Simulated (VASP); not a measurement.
Set up this calculation in VASP 6.6.1, as the native input.

```yaml
Task: single point
Functional: r2SCAN
Potentials_or_basis: VASP PAW PBE potentials, release 64 (B, N)
Cutoff: 660 eV
k_mesh: 12 × 12 × 6
Occupations: gaussian, width 0.05 eV
Spin: no spin polarisation
Dipole_correction: no
Further_INCAR_settings: ALGO = Normal; EDIFF = 1e-06; NBANDS = 16
```

BN:

```xyz
4
Lattice="2.5546 0.0000 0.0000 -1.2773 2.2123 0.0000 0.0000 0.0000 4.2245" Properties=species:S:1:pos:R:3 pbc="T T T"
B     1.2773    0.7374    4.2237
B     0.0000    1.4749    2.1114
N     1.0523    0.7374    3.0911
N     0.0000    1.4749    0.5289
```

The input as run:

POSCAR

```
BN
1.0
    2.5545800960      0.0000000000      0.0000000000
   -1.2772900480      2.2123312591      0.0000000000
    0.0000000000      0.0000000000      4.2245145352
B N
2 2
Direct
    0.6666666667      0.3333333333      0.9998058547
    0.3333333333      0.6666666667      0.4998058547
    0.5785895692      0.3333333333      0.7317152606
    0.3333333333      0.6666666667      0.1251941453
```

INCAR.step1

```
PREC = Accurate
ENCUT = 660
ISMEAR = 0
SIGMA = 0.05
LREAL = F
LASPH = T
NELM = 120
NBANDS = 16
GGA = PE
ALGO = Normal
EDIFF = 1E-5
LWAVE = T
LCHARG = F
GGA_COMPAT = F
```

INCAR.step2

```
PREC = Accurate
ENCUT = 660
EDIFF = 1E-6
ISMEAR = 0
SIGMA = 0.05
LREAL = F
LASPH = T
NELM = 120
ALGO = Normal
ISIF = 2
LWAVE = F
LCHARG = F
METAGGA = R2SCAN
LMIXTAU = T
NBANDS = 16
ISTART = 1
GGA_COMPAT = F
```

KPOINTS

```
Automatic mesh
0
Gamma
  12 12 6
```

Potentials or basis: VASP PAW PBE potentials, release 64 (B, N).

The run is started by

```sh
$ cat potpaw_PBE.64/B/POTCAR potpaw_PBE.64/N/POTCAR > POTCAR
$ cp INCAR.step1 INCAR
$ mpirun -np 1 vasp_std > vasp.out
$ cp INCAR.step2 INCAR
$ mpirun -np 1 vasp_std > vasp.out
```

Results of the run:

```yaml
Pressure: 55.5 GPa
Largest_force: 31.939 eV/Å
Band_gap_on_the_k_mesh: 1.26 eV (least direct gap 4.40 eV)
```

Caveat: the stress differs along the axes, from 16 to 126 GPa; the PAW data sets were made with another functional, which shifts forces and pressure a little.

Run time: 9.8 min on 1 thread of Oxide Virtual Turin-like Processor (shared host), peak memory 0.28 GiB.
